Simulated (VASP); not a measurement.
Set up this calculation in VASP 6.6.1, as the native input.

- Task: single point
- Functional: r2SCAN
- Potentials or basis: VASP PAW PBE potentials, release 64 (Al)
- Cutoff: 520 eV
- k mesh: 18 × 18 × 18
- Occupations: gaussian, width 0.1 eV
- Spin: no spin polarisation
- Dipole correction: no
- Further INCAR settings: ALGO = Normal; EDIFF = 1e-06; NBANDS = 8

The system is Al.

```
Al
1.0
    -1.54503    1.54503    1.54503
     1.54503   -1.54503    1.54503
     1.54503    1.54503   -1.54503
Al
1
Direct
  0.00000 0.00000 0.00000
```

This cell differs from its parent crystal: volume scaled by 0.91.

One way to write it, as run:

POSCAR

```
Al
1.0
   -1.5450262297      1.5450262297      1.5450262297
    1.5450262297     -1.5450262297      1.5450262297
    1.5450262297      1.5450262297     -1.5450262297
Al
1
Direct
    0.0000000000      0.0000000000      0.0000000000
```

INCAR.step1

```
SYSTEM = Al
ALGO = Normal
EDIFF = 1E-4
ENCUT = 520
GGA = PE
ISMEAR = 0
LASPH = .True.
LCHARG = .False.
LREAL = .False.
LWAVE = .True.
NBANDS = 8
NELM = 60
PREC = Accurate
SIGMA = 0.1
```

INCAR.step2

```
SYSTEM = Al
ALGO = Normal
EDIFF = 1E-6
ENCUT = 520
ISIF = 2
ISMEAR = 0
ISTART = 1
LASPH = .True.
LCHARG = .False.
LMIXTAU = .True.
LREAL = .False.
LWAVE = .False.
METAGGA = R2SCAN
NBANDS = 8
NELM = 60
PREC = Accurate
SIGMA = 0.1
```

KPOINTS

```
k-points
0
Gamma
  18 18 18
  0 0 0
```

Potentials or basis: VASP PAW PBE potentials, release 64 (Al).

Launch:

```console
$ cat potpaw_PBE.64/Al/POTCAR > POTCAR
$ cp INCAR.step1 INCAR
$ mpirun -np 1 vasp_std > vasp.out
$ cp INCAR.step2 INCAR
$ mpirun -np 1 vasp_std > vasp.out
```

It gave:

The pressure is 9.1 GPa.

Caveat: the PAW data sets were made with another functional, which shifts forces and pressure a little.

Run time: 26 s on 1 thread of Intel(R) Xeon(R) 6975P-C (Granite Rapids), on a shared host, peak memory 0.13 GiB.
